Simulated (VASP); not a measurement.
# FePt (Pm-3m) in VASP: further runs, part 3 of 3

VASP 6.6.1.

**4. Single point, PBE**

This run uses another cell than the first one, of 14.32 Å³/atom, 0.995 times its volume.

Input file INCAR:

```
SYSTEM = FePt
PREC     = Accurate       ! precision mode
ENCUT    = 520            ! plane-wave cutoff, eV
EDIFF    = 1E-6           ! SCF threshold, eV
ISMEAR   = 0              ! smearing method
SIGMA    = 0.1            ! smearing width, eV
LREAL    = .False.        ! projectors in reciprocal space
LASPH    = .True.         ! aspherical terms in the spheres
NELM     = 80             ! most SCF steps
ALGO     = Fast           ! electronic algorithm
ISIF     = 2              ! what is computed and relaxed
LWAVE    = .False.        ! write WAVECAR
LCHARG   = .False.        ! write CHGCAR
GGA      = PE             ! functional
NBANDS   = 16             ! bands
```

Input file KPOINTS:

```
regular mesh
0
Gamma
  14 14 14
  0 0 0
```

Input file POSCAR:

```
FePt
1.0
    3.0592809269      0.0000000000      0.0000000000
    0.0000000000      3.0592809269      0.0000000000
    0.0000000000      0.0000000000      3.0592809269
Fe Pt
1 1
Direct
    0.0000000000      0.0000000000      0.0000000000
    0.5000000000      0.5000000000      0.5000000000
```

Potentials or basis: VASP PAW PBE potentials, release 64 (Fe, Pt).

Command:

```console
cat potpaw_PBE.64/Fe/POTCAR potpaw_PBE.64/Pt/POTCAR > POTCAR
mpirun -np 1 vasp_std > vasp.out
```

OUTCAR:

```text
SYSTEM = FePt
   PREC = Accurate
   ENCUT = 520
   EDIFF = 1E-6
   ISMEAR = 0
   LREAL = .False.
   LASPH = .True.
   NELM = 80
   ISIF = 2
   GGA = PE

 ion  position               nearest neighbor table
   1  0.000  0.000  0.000-   2 2.65   2 2.65   2 2.65   2 2.65   2 2.65   2 2.65   2 2.65   2 2.65

   2  0.500  0.500  0.500-   1 2.65   1 2.65   1 2.65   1 2.65   1 2.65   1 2.65   1 2.65   1 2.65

  LATTYP: Found a simple cubic cell.
 ALAT       =     3.0592809269

  Lattice vectors:

 A1 = (   3.0592809269,   0.0000000000,   0.0000000000)
 A2 = (   0.0000000000,   3.0592809269,   0.0000000000)
 A3 = (   0.0000000000,   0.0000000000,   3.0592809269)

Analysis of symmetry for initial positions (statically):
=====================================================================
 Subroutine PRICEL returns:
 Original cell was already a primitive cell.

 Routine SETGRP: Setting up the symmetry group for a
 simple cubic supercell.

 Subroutine GETGRP returns: Found 48 space group operations
 (whereof 48 operations were pure point group operations)
 out of a pool of 48 trial point group operations.

The static configuration has the point symmetry O_h .

Analysis of symmetry for dynamics (positions and initial velocities):
=====================================================================
 Subroutine PRICEL returns:
 Original cell was already a primitive cell.

 Routine SETGRP: Setting up the symmetry group for a
 simple cubic supercell.

 Subroutine GETGRP returns: Found 48 space group operations
 (whereof 48 operations were pure point group operations)
 out of a pool of 48 trial point group operations.

The dynamic configuration has the point symmetry O_h .

 Subroutine INISYM returns: Found 48 space group operations
 (whereof 48 operations are pure point group operations),
 and found     1 'primitive' translations

----------------------------------------------------------------------------------------

                                     Primitive cell

  volume of cell :      28.6324

  direct lattice vectors                    reciprocal lattice vectors
     3.059280927  0.000000000  0.000000000     0.326874198  0.000000000  0.000000000
     0.000000000  3.059280927  0.000000000     0.000000000  0.326874198  0.000000000
     0.000000000  0.000000000  3.059280927     0.000000000  0.000000000  0.326874198

  length of vectors
     3.059280927  3.059280927  3.059280927     0.326874198  0.326874198  0.326874198

  position of ions in fractional coordinates (direct lattice)
     0.000000000  0.000000000  0.000000000
     0.500000000  0.500000000  0.500000000

  ion indices of the primitive-cell ions
   primitive index   ion index
                 1           1
                 2           2

----------------------------------------------------------------------------------------

 KPOINTS: regular mesh

Automatic generation of k-mesh.
 Grid dimensions read from file:
 generate k-points for:   14   14   14

 Generating k-lattice:

  Cartesian coordinates                     Fractional coordinates (reciprocal lattice)
     0.023348157  0.000000000  0.000000000     0.071428571  0.000000000  0.000000000
     0.000000000  0.023348157  0.000000000     0.000000000  0.071428571  0.000000000
     0.000000000  0.000000000  0.023348157     0.000000000  0.000000000  0.071428571

  Length of vectors
     0.023348157  0.023348157  0.023348157

  Shift w.r.t. Gamma in fractional coordinates (k-lattice)
     0.000000000  0.000000000  0.000000000

 Subroutine IBZKPT returns following result:
 ===========================================

 Found    120 irreducible k-points:

 Following reciprocal coordinates:
            Coordinates               Weight
  0.000000  0.000000  0.000000      1.000000
  0.071429  0.000000  0.000000      6.000000
  0.142857  0.000000  0.000000      6.000000
  0.214286  0.000000  0.000000      6.000000
  0.285714  0.000000  0.000000      6.000000
  0.357143  0.000000  0.000000      6.000000
[... 16 lines left out ...]
  0.285714  0.214286  0.000000     24.000000
  0.357143  0.214286  0.000000     24.000000
 [... further k-points ...]
   k-points           NKPTS =    120   k-points in BZ     NKDIM =    120   number of bands    NBANDS=     16
   number of dos      NEDOS =    301   number of ions     NIONS =      2
   total plane-waves  NPLWV =  13824
   dimension x,y,z NGX =    24 NGY =   24 NGZ =   24
   dimension x,y,z NGXF=    48 NGYF=   48 NGZF=   48
   ions per type =               1   1
   NGX,Y,Z   is equivalent  to a cutoff of  13.04, 13.04, 13.04 a.u.
   NGXF,Y,Z  is equivalent  to a cutoff of  26.08, 26.08, 26.08 a.u.
 SYSTEM =  FePt
   PREC   = accura    normal or accurate (medium, high low for compatibility)
   ISTART =      0    job   : 0-new  1-cont  2-samecut
   ICHARG =      2    charge: 1-file 2-atom 10-const
   ISPIN  =      1    spin polarized calculation?
   LNONCOLLINEAR =      F non collinear calculations
   LSORBIT =      F    spin-orbit coupling
   LASPH  =      T    aspherical Exc in radial PAW
   ENCUT  =  520.0 eV  38.22 Ry    6.18 a.u.   5.69  5.69  5.69*2*pi/ulx,y,z
   NELM   =     80;   NELMIN=  2; NELMDL= -5     # of ELM steps
   EDIFF  = 0.1E-05   stopping-criterion for ELM
   LREAL  =      F    real-space projection
   EDIFFG = 0.1E-04   stopping-criterion for IOM
   NSW    =      0    number of steps for IOM
   IBRION =     -1    ionic relax: 0-MD 1-quasi-New 2-CG
   NFREE  =      0    steps in history (QN), initial steepest desc. (CG)
   ISIF   =      2    stress and relaxation
   ISYM   =      2    0-nonsym 1-usesym 2-fastsym
   POTIM  = 0.5000    time-step for ionic-motion
   TEBEG  =    0.0;   TEEND  =   0.0 temperature during run
   PSTRESS=    0.0 pullay stress
   NELECT =      18.0000    total number of electrons
   NUPDOWN=      -1.0000    fix difference up-down
   EMIN   =  10.00;   EMAX   =-10.00  energy-range for DOS
   EFERMI =   0.00;   METHOD = LEGACY
   ISMEAR =     0;   SIGMA  =   0.10  broadening in eV -4-tet -1-fermi 0-gaus
   EFERMI_NEDOS =   21; number of points for ismear=-14 and -15
   IALGO  =     68    algorithm
   IMIX   =      4    mixing-type and parameters
     AMIX     =   0.40;   BMIX     =  1.00
     AMIX_MAG =   1.60;   BMIX_MAG =  1.00
  volume/ion in A,a.u.               =      14.32        96.61
  Fermi-wavevector in a.u.,A,eV,Ry     =   1.402425  2.650199 26.759882  1.966796
  Thomas-Fermi vector in A             =   2.525188
   LORBIT       =      0    0 simple, 1 ext, 2 COOP (PROOUT), +10 PAW based schemes
   GGA     = PE    functional components
   LHFCALC =     F    Hartree Fock is set to
   AEXX    =    0.0000 exact exchange contribution
   IVDW    =     0    specifies the selected vdW correction
   LEPSILON=     F    determine dielectric tensor
   LRPA    =     F    only Hartree local field effects (RPA)
 non-spin polarized calculation
 RMM-DIIS sequential band-by-band and
 Gauss-broadening in eV      SIGMA  =   0.10
  energy-cutoff  :      520.00
  volume of cell :       28.63
 maximum number of plane-waves:       804
 NGX is ok and might be reduce to    24
   NGX = 11   NGY = 11   NGZ = 11

 number of electron      17.9999990 magnetization

 Free energy of the ion-electron system (eV)
  ---------------------------------------------------
  ext. energy  EPLUGINS =         0.00000000
  ---------------------------------------------------
  free energy    TOTEN  =       -13.50487156 eV

  energy without entropy =      -13.47732998  energy(sigma->0) =      -13.49110077

 E-fermi :   7.8363     XC(G=0): -12.8798

 val. band max:        7.8352443142   @ k =   0.2857   0.2857   0.2857
 cond. band min:       7.8380296382   @ k =   0.2857   0.0714   0.0000
 fundamental gap:      0.0027853240
 Fermi energy:         7.8362633105

 k-point     1 :       0.0000    0.0000    0.0000
  band No.  band energies     occupation
      1      -1.0074      2.00000
      2       2.5876      2.00000
      3       2.5876      2.00000
      4       5.3563      2.00000
      5       5.3563      2.00000
      6       5.3563      2.00000
[... 8 lines left out ...]
     15      23.2887      0.00000
     16      24.3628      0.00000
[... 419 lines left out ...]
 k-point    24 :       0.3571    0.2143    0.0000
  band No.  band energies     occupation
      1       1.6705      2.00000
      2       3.2117      2.00000
      3       4.1180      2.00000
      4       4.6182      2.00000
      5       5.1127      2.00000
      6       5.2456      2.00000
[... 8 lines left out ...]
     15      21.4094      0.00000
     16      23.5003      0.00000

 [... further k-points ...]
[... 5 lines left out ...]
  --------------------------------------------------------------------------------------
  -------------------------------------------------------------------------------------
  Total       -2.7063096     -2.7063096     -2.7063096      0.0000000      0.0000000     -0.0000000
  in kB     -151.4362951   -151.4362951   -151.4362951      0.0000000      0.0000000     -0.0000000
  external PRESSURE =    -151.4362951 kB  Pullay stress =       0.0000000 kB

 VOLUME and BASIS-vectors are now :
 -----------------------------------------------------------------------------
  energy-cutoff  :      520.00
  volume of cell :       28.63
      direct lattice vectors                 reciprocal lattice vectors
     3.059280927  0.000000000  0.000000000     0.326874198  0.000000000  0.000000000
     0.000000000  3.059280927  0.000000000     0.000000000  0.326874198  0.000000000
     0.000000000  0.000000000  3.059280927     0.000000000  0.000000000  0.326874198

 POSITION                                       TOTAL-FORCE (eV/Angst)
 -----------------------------------------------------------------------------------
      0.00000      0.00000      0.00000         0.000000      0.000000      0.000000
      1.52964      1.52964      1.52964         0.000000      0.000000      0.000000
 -----------------------------------------------------------------------------------
    total drift:                                0.000000     -0.000000     -0.000000

  FREE ENERGIE OF THE ION-ELECTRON SYSTEM (eV)
  ---------------------------------------------------
  free  energy   TOTEN  =       -13.5048715618 eV

  energy  without entropy=      -13.4773299777  energy(sigma->0) =      -13.49110077
```

Wall time 24 s (1 thread of Intel Xeon 6975P-C (Granite Rapids), shared host); peak memory 0.18 GiB.

Results:

| Quantity | Value |
| --- | --- |
| Free energy | -13.5049 eV |
| Pressure | -15.1 GPa |
| Band gap on the k mesh | zero (band 9 reaches 8.61 eV, above the bottom of band 10 at 7.50 eV) |

Caveat: spin-orbit coupling is left out, which moves the levels of the heavy elements. Spin polarisation is off, so any magnetic state and its effect on volume and gap are missing.

**5. Summary**

| spin | cell | k mesh | further INCAR settings | gap on the mesh (eV) | pressure (GPa) |
| --- | --- | --- | --- | --- | --- |
| collinear, ferromagnetic start | a = 3.065 Å, 2 atoms | 6 × 6 × 6 | ALGO = Fast; EDIFF = 1e-06; NBANDS = 20 | none | -1.0 |
| off | a = 2.986 Å, 2 atoms | 14 × 14 × 14 | ALGO = Fast; EDIFF = 1e-06; NBANDS = 16 | none | -0.4 |
| off | a = 3.059 Å, 2 atoms | 14 × 14 × 14 | ALGO = Fast; EDIFF = 1e-06; NBANDS = 16 | none | -15.1 |

Alike in all rows: task single point; level PBE; potentials or basis VASP PAW PBE potentials, release 64 (Fe, Pt); cutoff (eV) 520; smearing gaussian 0.1 eV.

Caveats: spin-orbit coupling is left out, which moves the levels of the heavy elements.

Absolute energies hang on the potentials; compare differences alone.
